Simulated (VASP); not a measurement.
# B (Fmmm) in VASP: further runs

The runs below take B through relaxation of cell and atoms, with PBEsol.

Program: VASP 6.6.1. These are calculated values, not measurements. Logs are shortened: lines on timing, memory, paths and dates and some standing lists are left out, and cuts for length are marked.

### Step 1. The cell of the first run

It takes space group Fmmm (No. 69, orthorhombic). The conventional cell has a = 2.936 Å, b = 3.346 Å, c = 5.407 Å, α = 90.00°, β = 90.00°, γ = 90.00°. Within 2.3 Å of B (site symmetry mm2) lie 9 B at 1.70 to 2.23 Å.

### Step 2. Relaxation of cell and atoms, PBEsol

INCAR reads:

```
  ALGO = Normal
  EDIFF = 1E-7
  EDIFFG = -0.01
  ENCUT = 600
  GGA = PS
  IBRION = 2
  ISIF = 3
  ISMEAR = 0
  LASPH = T
  LCHARG = F
  LREAL = F
  LWAVE = F
  NELM = 100
  NSW = 100
  PREC = Accurate
  SIGMA = 0.1
```

KPOINTS reads:

```
k-points
0
Gamma
  26 26 26
```

POSCAR reads:

```
B
1.0
    0.0000000000      1.6730910378      2.7034133461
    1.4677542984      0.0000000000      2.7034133461
    1.4677542984      1.6730910378      0.0000000000
B
2
Direct
    0.1569117121      0.1569117121      0.8430882879
    0.8430882879      0.8430882879      0.1569117121
```

Potentials or basis: VASP PAW PBE potentials, release 64 (B).

Run with:

```
$ cat potpaw_PBE.64/B/POTCAR > POTCAR
$ mpirun -np 1 vasp_std > vasp.out
```

OUTCAR:

```text
EDIFF = 1E-7
   EDIFFG = -0.01
   ENCUT = 600
   GGA = PS
   IBRION = 2
   ISIF = 3
   ISMEAR = 0
   LASPH = T
   LREAL = F
   NELM = 100
   NSW = 100
   PREC = Accurate

 ion  position               nearest neighbor table
   1  0.157  0.157  0.843-   2 1.70   2 1.78   2 1.78   2 1.95   2 1.95
   2  0.843  0.843  0.157-   1 1.70   1 1.78   1 1.78   1 1.95   1 1.95

  LATTYP: Found a face centered orthorhombic cell.
 ALAT       =     2.9355085968
 B/A-ratio  =     1.1398985781
 C/A-ratio  =     1.8418705018

  Lattice vectors:

 A1 = (   0.0000000000,   1.6730910378,   2.7034133461)
 A2 = (   1.4677542984,   0.0000000000,   2.7034133461)
 A3 = (   1.4677542984,   1.6730910378,   0.0000000000)

Analysis of symmetry for initial positions (statically):
=====================================================================
 Subroutine PRICEL returns:
 Original cell was already a primitive cell.

 Routine SETGRP: Setting up the symmetry group for a
 face centered orthorhombic supercell.

 Subroutine GETGRP returns: Found  8 space group operations
 (whereof  8 operations were pure point group operations)
 out of a pool of  8 trial point group operations.

The static configuration has the point symmetry D_2h.

Analysis of symmetry for dynamics (positions and initial velocities):
=====================================================================
 Subroutine PRICEL returns:
 Original cell was already a primitive cell.

 Routine SETGRP: Setting up the symmetry group for a
 face centered orthorhombic supercell.

 Subroutine GETGRP returns: Found  8 space group operations
 (whereof  8 operations were pure point group operations)
 out of a pool of  8 trial point group operations.

The dynamic configuration has the point symmetry D_2h.

 Subroutine INISYM returns: Found  8 space group operations
 (whereof  8 operations are pure point group operations),
 and found     1 'primitive' translations

----------------------------------------------------------------------------------------

                                     Primitive cell

  volume of cell :      13.2775

  direct lattice vectors                    reciprocal lattice vectors
     0.000000000  1.673091038  2.703413346    -0.340656471  0.298848054  0.184951369
     1.467754298  0.000000000  2.703413346     0.340656471 -0.298848054  0.184951369
     1.467754298  1.673091038  0.000000000     0.340656471  0.298848054 -0.184951369

  length of vectors
     3.179257357  3.076157733  2.225654129     0.489452755  0.489452755  0.489452755

  position of ions in fractional coordinates (direct lattice)
[... 91 lines left out ...]
   NUPDOWN=      -1.0000    fix difference up-down
   EMIN   =  10.00;   EMAX   =-10.00  energy-range for DOS
   EFERMI =   0.00;   METHOD = LEGACY
   ISMEAR =     0;   SIGMA  =   0.10  broadening in eV -4-tet -1-fermi 0-gaus
   EFERMI_NEDOS =   21; number of points for ismear=-14 and -15
   IALGO  =     38    algorithm
   IMIX   =      4    mixing-type and parameters
     AMIX     =   0.40;   BMIX     =  1.00
     AMIX_MAG =   1.60;   BMIX_MAG =  1.00
  volume/ion in A,a.u.               =       6.64        44.80
  Fermi-wavevector in a.u.,A,eV,Ry     =   1.256281  2.374027 21.473285  1.578242
  Thomas-Fermi vector in A             =   2.389997
   LORBIT       =      0    0 simple, 1 ext, 2 COOP (PROOUT), +10 PAW based schemes
   GGA     = PS    functional components
   LHFCALC =     F    Hartree Fock is set to
   AEXX    =    0.0000 exact exchange contribution
   IVDW    =     0    specifies the selected vdW correction
   LEPSILON=     F    determine dielectric tensor
   LRPA    =     F    only Hartree local field effects (RPA)
 conjugate gradient relaxation of ions
 non-spin polarized calculation
 Gauss-broadening in eV      SIGMA  =   0.10
  energy-cutoff  :      600.00
  volume of cell :       13.28
 maximum number of plane-waves:       457
 NGX is ok and might be reduce to    28

--------------------------------------- Ionic step        1  -------------------------------------------

 number of electron       6.0000000 magnetization

 Free energy of the ion-electron system (eV)
  ---------------------------------------------------
  ext. energy  EPLUGINS =         0.00000000
  ---------------------------------------------------
  free energy    TOTEN  =       -12.95623229 eV

  energy without entropy =      -12.95465104  energy(sigma->0) =      -12.95544166

------------------------ aborting loop because EDIFF is reached ----------------------------------------

  FORCE on cell =-STRESS in cart. coord.  units (eV):
  Direction    XX          YY          ZZ          XY          YZ          ZX
  --------------------------------------------------------------------------------------
  -------------------------------------------------------------------------------------
  Total        0.1214902      0.1995987     -0.1378049     -0.0000000      0.0000000      0.0000000
  in kB       14.6600790     24.0853516    -16.6287577     -0.0000000      0.0000000      0.0000000
  external PRESSURE =       7.3722243 kB  Pullay stress =       0.0000000 kB
[... 131 lines left out ...]
--------------------------------------- Ionic step        5  -------------------------------------------

 number of electron       6.0000000 magnetization

 Free energy of the ion-electron system (eV)
  ---------------------------------------------------
  ext. energy  EPLUGINS =         0.00000000
  ---------------------------------------------------
  free energy    TOTEN  =       -12.95708585 eV

  energy without entropy =      -12.95548467  energy(sigma->0) =      -12.95628526

 E-fermi :   7.6980     XC(G=0): -12.3098

 val. band max:        7.6976592240   @ k =  -0.3077   0.1538   0.3077
 cond. band min:       7.6980744440   @ k =   0.3077   0.1154   0.0385
 fundamental gap:      0.0004152200
 Fermi energy:         7.6980121499

 k-point     1 :       0.0000    0.0000    0.0000
  band No.  band energies     occupation
      1      -8.9868      2.00000
      2       4.5291      2.00000
      3      11.0162      0.00000
      4      12.4799      0.00000
      5      14.8563      0.00000
      6      18.8207      0.00000
      7      18.9001      0.00000
[... 221 lines left out ...]
 k-point    24 :       0.3846    0.0385    0.0000
  band No.  band energies     occupation
      1      -5.4000      2.00000
      2       2.4738      2.00000
      3       3.1821      2.00000
      4      12.8619      0.00000
      5      14.6853      0.00000
      6      18.5470      0.00000
      7      19.9941      0.00000

 [... further k-points ...]
[... 5 lines left out ...]
  --------------------------------------------------------------------------------------
  -------------------------------------------------------------------------------------
  Total       -0.0175779      0.0112875      0.0043563     -0.0000000      0.0000000      0.0000000
  in kB       -2.1084794      1.3539400      0.5225411     -0.0000000      0.0000000      0.0000000
  external PRESSURE =      -0.0773328 kB  Pullay stress =       0.0000000 kB
[... 17 lines left out ...]
  FREE ENERGIE OF THE ION-ELECTRON SYSTEM (eV)
  ---------------------------------------------------
  free  energy   TOTEN  =       -12.9570858487 eV

  energy  without entropy=      -12.9554846674  energy(sigma->0) =      -12.95628526

 reached required accuracy - stopping structural energy minimisation
```

OSZICAR:

```text
N       E                     dE             d eps       ncg     rms          rms(c)
DAV:   1    -0.180216114732E+01   -0.18022E+01   -0.32934E+03 35035   0.858E+02
DAV:   2    -0.131217719432E+02   -0.11320E+02   -0.10898E+02 52332   0.101E+02
DAV:   3    -0.131795901668E+02   -0.57818E-01   -0.57019E-01 38857   0.794E+00
[... 30 lines left out ...]
   4 F= -.12957074E+02 E0= -.12956273E+02  d E =-.235817E-03
       N       E                     dE             d eps       ncg     rms          rms(c)
DAV:   1    -0.129570881035E+02   -0.14221E-04   -0.43588E-04 41503   0.194E-01    0.103E-02
DAV:   2    -0.129570865296E+02    0.15739E-05   -0.28375E-06 44387   0.168E-02    0.565E-03
DAV:   3    -0.129570858344E+02    0.69517E-06   -0.12950E-06 41559   0.840E-03    0.491E-04
DAV:   4    -0.129570858487E+02   -0.14263E-07   -0.19893E-08 19950   0.148E-03
   5 F= -.12957086E+02 E0= -.12956285E+02  d E =-.247812E-03
```

CONTCAR:

```text
B
   1.00000000000000
    -0.0000000000000001    1.6820323036681895    2.6980192469943929
     1.4716292023657702   -0.0000000000000000    2.6980192469943929
     1.4716292023657702    1.6820323036681895    0.0000000000000000
  B
     2
Direct
     0.1568579963405129    0.1568579963405129    0.8431420036594871
     0.8431420036594871    0.8431420036594871    0.1568579963405129

  0.00000000E+00  0.00000000E+00  0.00000000E+00
  0.00000000E+00  0.00000000E+00  0.00000000E+00
```

Run time: 8.7 min. Hardware: 1 thread of Intel Xeon 6975P-C, shared host; peak memory 0.36 GiB.

Results:

* Free energy: -12.9571 eV
* Relaxed volume: 6.68 Å³/atom
* Relaxed cell: a = 3.179 Å, b = 3.073 Å, c = 2.235 Å, α = 71.62°, β = 66.54°, γ = 41.84°
* Space group after relaxing (to 0.05 Å): Fmmm (No. 69)
* Energy gained by relaxing: 0.4 meV/atom
* Ionic steps: 5
* Pressure after relaxing: 0.0 GPa
* Largest force after relaxing: 0.003 eV/Å
* Band gap on the k mesh: zero (band 3 reaches 12.08 eV, above the bottom of band 4 at 4.64 eV)

Forces on the atoms (eV/Å):
```
B    0.000  0.000 -0.003
B    0.000  0.000  0.003
```

Stress tensor (GPa, compression positive):
```
-0.21  0.00  0.00
 0.00  0.14  0.00
 0.00  0.00  0.05
```

Step by step:
```
step  energy change (eV)  largest force (eV/Å)  pressure (GPa)  volume (Å³)
   1              0.0000                0.0729            0.74        13.28
   2             -0.0001                0.1909            0.51        13.34
   3             -0.0006                0.0648            0.60        13.31
   4             -0.0008                0.0184           -0.14        13.37
   5             -0.0009                0.0034           -0.01        13.36
```

Final structure:
```
B
1.0
     0.00000    1.68203    2.69802
     1.47163    0.00000    2.69802
     1.47163    1.68203    0.00000
B
2
Direct
  0.15686 0.15686 0.84314
  0.84314 0.84314 0.15686
```

Caveat: the PAW data sets were made with another functional, which shifts forces and pressure a little.

### Step 3. Relaxation of cell and atoms, PBEsol

This run uses another cell than the first one: it holds 4 atoms, not 2.

INCAR reads:

```
SYSTEM = B
PREC = Accurate
ENCUT = 600
EDIFF = 1E-7
ISMEAR = 0
SIGMA = 0.1
LREAL = .False.
LASPH = .True.
NELM = 100
ALGO = Normal
ISIF = 3
LWAVE = .False.
LCHARG = .False.
GGA = PS
IBRION = 2
NSW = 100
EDIFFG = -0.01
```

KPOINTS reads:

```
Automatic mesh
0
Gamma
  18 18 18
  0 0 0
```

POSCAR reads:

```
B
1.0
    0.0000000000      2.6833249817      3.2975515149
    1.6997816739      0.0000000000      3.2975515149
    1.6997816739      2.6833249817      0.0000000000
B
4
Direct
    0.7500000000      0.7500000000      0.7500000000
    0.2500000000      0.2500000000      0.2500000000
    0.6300854710      0.6300854710      0.3699145290
    0.3699145290      0.3699145290      0.6300854710
```

Potentials or basis: VASP PAW PBE potentials, release 64 (B).

Run with:

```
$ cat potpaw_PBE.64/B/POTCAR > POTCAR
$ mpirun -np 1 vasp_std > vasp.out
```

It took 7 min on 1 thread of AMD EPYC 9R45 (Zen 5), shared host; peak memory 0.35 GiB.

The run converged. Its results:

| Quantity | Value |
| --- | --- |
| Free energy | -27.0699 eV |
| Energy gained by relaxing | 0.1 meV/atom |
| Ionic steps | 4 |
| Pressure after relaxing | 0.0 GPa |
| Largest force after relaxing | 0.004 eV/Å |
| Band gap on the k mesh | zero (band 6 reaches 7.81 eV, above the bottom of band 7 at 4.74 eV) |

Forces in eV/Å, atoms in the order of the input:
```
B    0.000  0.000  0.000
B    0.000  0.000  0.000
B    0.000  0.000 -0.004
B    0.000  0.000  0.004
```

Stress tensor (GPa, compression positive):
```
 0.12  0.00  0.00
 0.00  0.10  0.00
 0.00  0.00 -0.10
```

Step by step:
| step | energy change (eV) | largest force (eV/Å) | pressure (GPa) | volume (Å³) |
| --- | --- | --- | --- | --- |
| 1 | 0.0000 | 0.0217 | 0.12 | 30.08 |
| 2 | -0.0004 | 0.0212 | -0.13 | 30.11 |
| 3 | -0.0004 | 0.0161 | -0.10 | 30.10 |
| 4 | -0.0004 | 0.0037 | 0.04 | 30.08 |

Final structure:
```yaml
crystal:
  lattice:
    - [0.00000, 2.68903, 3.29830]
    - [1.69594, 0.00000, 3.29830]
    - [1.69594, 2.68903, 0.00000]
  atoms:
    - { symbol: B, position: [0.75000, 0.75000, 0.75000] }
    - { symbol: B, position: [0.25000, 0.25000, 0.25000] }
    - { symbol: B, position: [0.63005, 0.63005, 0.36995] }
    - { symbol: B, position: [0.36995, 0.36995, 0.63005] }
```

Levels at points of the mesh, in eV from the Fermi level:
| k point | band 4 | band 5 | band 6 | band 7 | band 8 | band 9 |
| --- | --- | --- | --- | --- | --- | --- |
| (0.00, 0.00, 0.00) | -4.30 | -3.83 | -2.44 | 2.95 | 3.92 | 4.85 |
| (0.50, 0.00, 0.00) | -5.34 | -3.96 | -3.06 | 1.16 | 5.17 | 6.63 |
| (0.50, 0.50, 0.00) | -3.65 | -2.85 | 1.92 | 3.40 | 3.82 | 6.19 |
| (0.50, 0.00, 0.50) | -3.37 | -3.20 | -3.05 | -0.71 | 4.88 | 6.41 |
| (0.00, 0.50, 0.50) | -6.59 | -5.31 | -4.86 | 3.09 | 7.68 | 7.75 |

Caveat: the PAW data sets were made with another functional, which shifts forces and pressure a little.
